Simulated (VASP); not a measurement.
# Li2Se (Fm-3m) in VASP: further runs

Li2Se is run at these levels: r2SCAN; tasks: single point.

All numbers are computed with VASP 6.6.1; they aren't measurements. Logs are shortened: lines on timing, memory, paths and dates and some standing lists are left out, and cuts for length are marked.

### Step 1. The cell of the first run

The structure is cubic, space group Fm-3m (No. 225). Conventional cell: a = 5.986 Å, b = 5.986 Å, c = 5.986 Å, α = 90.00°, β = 90.00°, γ = 90.00°. Li (site symmetry -43m) has 4 Se at 2.59 Å and 6 Li at 2.99 Å within 3.4 Å. Se (site symmetry m-3m) has 8 Li at 2.59 Å within 3.4 Å.

### Step 2. Single point, r2SCAN

POSCAR reads:

```
Li2Se
1.0
    0.0000000000      2.9927814576      2.9927814576
    2.9927814576      0.0000000000      2.9927814576
    2.9927814576      2.9927814576      0.0000000000
Li Se
2 1
Direct
    0.2500000000      0.2500000000      0.2500000000
    0.7500000000      0.7500000000      0.7500000000
    0.0000000000      0.0000000000      0.0000000000
```

INCAR.step1 reads:

```
SYSTEM = Li2Se
PREC = Accurate
ENCUT = 830
ISMEAR = -1
SIGMA = 0.02
LREAL = .FALSE.
LASPH = .TRUE.
NELM = 120
NBANDS = 13
GGA = PE
ALGO = Normal
EDIFF = 1E-5
LWAVE = .TRUE.
LCHARG = .FALSE.
GGA_COMPAT = .FALSE.
```

INCAR.step2 reads:

```
SYSTEM = Li2Se
PREC = Accurate
ENCUT = 830
EDIFF = 1E-6
ISMEAR = -1
SIGMA = 0.02
LREAL = .FALSE.
LASPH = .TRUE.
NELM = 120
ALGO = Normal
ISIF = 2
LWAVE = .FALSE.
LCHARG = .FALSE.
METAGGA = R2SCAN
LMIXTAU = .TRUE.
NBANDS = 13
ISTART = 1
GGA_COMPAT = .FALSE.
```

KPOINTS reads:

```
Automatic mesh
0
G
  8 8 8
  0 0 0
```

Potentials or basis: VASP PAW PBE potentials, release 64 (Li_sv, Se).

The run is started by

```bash
$ cat potpaw_PBE.64/Li_sv/POTCAR potpaw_PBE.64/Se/POTCAR > POTCAR
$ cp INCAR.step1 INCAR
$ mpirun -np 1 vasp_std > vasp.out
$ cp INCAR.step2 INCAR
$ mpirun -np 1 vasp_std > vasp.out
```

OUTCAR:

```text
SYSTEM = Li2Se
   PREC = Accurate
   ENCUT = 830
   EDIFF = 1E-6
   ISMEAR = -1
   LREAL = .FALSE.
   LASPH = .TRUE.
   NELM = 120
   ISIF = 2
   METAGGA = R2SCAN
   ISTART = 1

 ion  position               nearest neighbor table
   1  0.250  0.250  0.250-   3 2.59   3 2.59   3 2.59   3 2.59
   2  0.750  0.750  0.750-   3 2.59   3 2.59   3 2.59   3 2.59
   3  0.000  0.000  0.000-   1 2.59   2 2.59   2 2.59   2 2.59   2 2.59   1 2.59   1 2.59   1 2.59

  LATTYP: Found a face centered cubic cell.
 ALAT       =     5.9855629152

  Lattice vectors:

 A1 = (   0.0000000000,   2.9927814576,   2.9927814576)
 A2 = (   2.9927814576,   0.0000000000,   2.9927814576)
 A3 = (   2.9927814576,   2.9927814576,   0.0000000000)

Analysis of symmetry for initial positions (statically):
=====================================================================
 Subroutine PRICEL returns:
 Original cell was already a primitive cell.

 Routine SETGRP: Setting up the symmetry group for a
 face centered cubic supercell.

 Subroutine GETGRP returns: Found 48 space group operations
 (whereof 48 operations were pure point group operations)
 out of a pool of 48 trial point group operations.

The static configuration has the point symmetry O_h .

Analysis of symmetry for dynamics (positions and initial velocities):
=====================================================================
 Subroutine PRICEL returns:
 Original cell was already a primitive cell.

 Routine SETGRP: Setting up the symmetry group for a
 face centered cubic supercell.

 Subroutine GETGRP returns: Found 48 space group operations
 (whereof 48 operations were pure point group operations)
 out of a pool of 48 trial point group operations.

The dynamic configuration has the point symmetry O_h .

 Subroutine INISYM returns: Found 48 space group operations
 (whereof 48 operations are pure point group operations),
 and found     1 'primitive' translations

----------------------------------------------------------------------------------------

                                     Primitive cell

  volume of cell :      53.6111

  direct lattice vectors                    reciprocal lattice vectors
     0.000000000  2.992781458  2.992781458    -0.167068664  0.167068664  0.167068664
     2.992781458  0.000000000  2.992781458     0.167068664 -0.167068664  0.167068664
[... 95 lines left out ...]
   POTIM  = 0.5000    time-step for ionic-motion
   TEBEG  =    0.0;   TEEND  =   0.0 temperature during run
   PSTRESS=    0.0 pullay stress
   NELECT =      12.0000    total number of electrons
   NUPDOWN=      -1.0000    fix difference up-down
   EMIN   =  10.00;   EMAX   =-10.00  energy-range for DOS
   EFERMI =   0.00;   METHOD = LEGACY
   ISMEAR =    -1;   SIGMA  =   0.02  broadening in eV -4-tet -1-fermi 0-gaus
   EFERMI_NEDOS =   21; number of points for ismear=-14 and -15
   IALGO  =     38    algorithm
   IMIX   =      4    mixing-type and parameters
     AMIX     =   0.40;   BMIX     =  1.00
     AMIX_MAG =   1.60;   BMIX_MAG =  1.00
  volume/ion in A,a.u.               =      17.87       120.60
  Fermi-wavevector in a.u.,A,eV,Ry     =   0.993994  1.878375 13.442872  0.988023
  Thomas-Fermi vector in A             =   2.125914
   LORBIT       =      0    0 simple, 1 ext, 2 COOP (PROOUT), +10 PAW based schemes
   METAGGA = R2SCAN    functional components
   LHFCALC =     F    Hartree Fock is set to
   AEXX    =    0.0000 exact exchange contribution
   IVDW    =     0    specifies the selected vdW correction
   LEPSILON=     F    determine dielectric tensor
   LRPA    =     F    only Hartree local field effects (RPA)
 non-spin polarized calculation
  energy-cutoff  :      830.00
  volume of cell :       53.61
 maximum number of plane-waves:      2936
   NGX = 19   NGY = 19   NGZ = 19

 number of electron      12.0000002 magnetization

 Free energy of the ion-electron system (eV)
  ---------------------------------------------------
  ext. energy  EPLUGINS =         0.00000000
  ---------------------------------------------------
  free energy    TOTEN  =       -23.43935268 eV

  energy without entropy =      -23.43935268  energy(sigma->0) =      -23.43935268

 E-fermi :   1.3167     XC(G=0):  -8.6575

 val. band max:        0.7572516132   @ k =   0.0000   0.0000   0.0000
 cond. band min:       4.2139978379   @ k =   0.5000   0.5000   0.0000
 fundamental gap:      3.4567462246
 Fermi energy:         1.3166841070

 k-point     1 :       0.0000    0.0000    0.0000
  band No.  band energies     occupation
      1     -45.3841      2.00000
      2     -45.3603      2.00000
      3     -11.0380      2.00000
      4       0.7573      2.00000
      5       0.7573      2.00000
      6       0.7573      2.00000
      7       4.9366      0.00000
      8       7.0685      0.00000
      9       7.0685      0.00000
     10       7.0685      0.00000
     11      11.9657      0.00000
     12      11.9657      0.00000
     13      12.6923      0.00000
[... 354 lines left out ...]
  band No.  band energies     occupation
      1     -45.3717      2.00000
      2     -45.3717      2.00000
      3     -10.5930      2.00000
      4      -1.8668      2.00000
      5      -0.5436      2.00000
      6      -0.1746      2.00000
      7       6.7151      0.00000
      8       7.3266      0.00000
      9       9.1883      0.00000
     10       9.9361      0.00000
     11      11.0684      0.00000
     12      12.4880      0.00000
     13      14.3310      0.00000

 [... further k-points ...]

------------------------ aborting loop because EDIFF is reached ----------------------------------------

  FORCE on cell =-STRESS in cart. coord.  units (eV):
  Direction    XX          YY          ZZ          XY          YZ          ZX
  --------------------------------------------------------------------------------------
  -------------------------------------------------------------------------------------
  Total       -0.0441588     -0.0441588     -0.0441588      0.0000000      0.0000000      0.0000000
  in kB       -1.3196931     -1.3196931     -1.3196931      0.0000000      0.0000000      0.0000000
  external PRESSURE =      -1.3196931 kB  Pullay stress =       0.0000000 kB

 VOLUME and BASIS-vectors are now :
 -----------------------------------------------------------------------------
  energy-cutoff  :      830.00
  volume of cell :       53.61
      direct lattice vectors                 reciprocal lattice vectors
     0.000000000  2.992781458  2.992781458    -0.167068664  0.167068664  0.167068664
     2.992781458  0.000000000  2.992781458     0.167068664 -0.167068664  0.167068664
     2.992781458  2.992781458  0.000000000     0.167068664  0.167068664 -0.167068664

 POSITION                                       TOTAL-FORCE (eV/Angst)
 -----------------------------------------------------------------------------------
      1.49639      1.49639      1.49639         0.000000      0.000000      0.000000
      4.48917      4.48917      4.48917        -0.000000     -0.000000     -0.000000
      0.00000      0.00000      0.00000        -0.000000     -0.000000      0.000000
 -----------------------------------------------------------------------------------
    total drift:                                0.000000     -0.000000      0.000000

  FREE ENERGIE OF THE ION-ELECTRON SYSTEM (eV)
  ---------------------------------------------------
  free  energy   TOTEN  =       -23.4393526756 eV

  energy  without entropy=      -23.4393526756  energy(sigma->0) =      -23.43935268
```

Wall time 81 s (1 thread of Intel Xeon 6975P-C (Granite Rapids), shared host); peak memory 0.27 GiB.

Results:

| Property | Result |
| --- | --- |
| Free energy | -23.4394 eV |
| Pressure | -0.1 GPa |
| Band gap on the k mesh | 3.46 eV (least direct gap 4.18 eV) |

Levels at points of the mesh, in eV from the valence-band top:
```
           k point  band 2  band 3  band 4  band 5  band 6  band 7  band 8  band 9  band 10  band 11
(0.00, 0.00, 0.00)  -46.12  -11.80    0.00    0.00    0.00    4.18    6.31    6.31     6.31    11.21
(0.50, 0.00, 0.00)  -46.13  -11.41   -2.92   -0.53   -0.53    5.98    6.60    6.60     8.65    12.67
(0.50, 0.50, 0.00)  -46.12  -11.29   -2.27   -1.45   -1.45    3.46    7.00   11.38    11.38    12.67
```

Caveat: the PAW data sets were made with another functional, which shifts forces and pressure a little. r2SCAN opens gaps a little over a GGA but as a rule still falls short of measured ones.

### Step 3. Single point, r2SCAN

POSCAR reads:

```
Li2Se
1.0
    0.0000000000      2.9927814600      2.9927814600
    2.9927814600      0.0000000000      2.9927814600
    2.9927814600      2.9927814600      0.0000000000
Li Se
2 1
Direct
    0.2500000000      0.2500000000      0.2500000000
    0.7500000000      0.7500000000      0.7500000000
    0.0000000000      0.0000000000      0.0000000000
```

INCAR.step1 is that of step 2.

INCAR.step2, as its differences from that of step 2:

```diff
@@ -12,5 +12,7 @@
 LWAVE = .FALSE.
-LCHARG = .FALSE.
+LCHARG = .TRUE.
 METAGGA = R2SCAN
 LMIXTAU = .TRUE.
+LELF = .TRUE.
+LVHAR = .TRUE.
 NBANDS = 13
```

KPOINTS reads:

```
regular mesh
0
G
  8 8 8
  0 0 0
```

Potentials or basis: VASP PAW PBE potentials, release 64 (Li_sv, Se).

The run is started by

```bash
$ cat potpaw_PBE.64/Li_sv/POTCAR potpaw_PBE.64/Se/POTCAR > POTCAR
$ cp INCAR.step1 INCAR
$ mpirun -np 1 vasp_std > vasp.out
$ cp INCAR.step2 INCAR
$ mpirun -np 1 vasp_std > vasp.out
```

Wall time 78 s (1 thread of Intel Xeon 6975P-C (Granite Rapids), shared host); peak memory 0.27 GiB.

It converged, with:

| Property | Result |
| --- | --- |
| Free energy | -23.4394 eV |
| Pressure | -0.1 GPa |
| Band gap on the k mesh | 3.46 eV (least direct gap 4.18 eV) |

Levels at points of the mesh, in eV from the valence-band top:
| k point | band 4 | band 5 | band 6 | band 7 | band 8 | band 9 |
| --- | --- | --- | --- | --- | --- | --- |
| (0.00, 0.00, 0.00) | 0.00 | 0.00 | 0.00 | 4.18 | 6.31 | 6.31 |
| (0.50, 0.00, 0.00) | -2.92 | -0.53 | -0.53 | 5.98 | 6.60 | 6.60 |
| (0.50, 0.50, 0.00) | -2.27 | -1.45 | -1.45 | 3.46 | 7.00 | 11.38 |

Caveat: the PAW data sets were made with another functional, which shifts forces and pressure a little. A k mesh can miss the band edges.
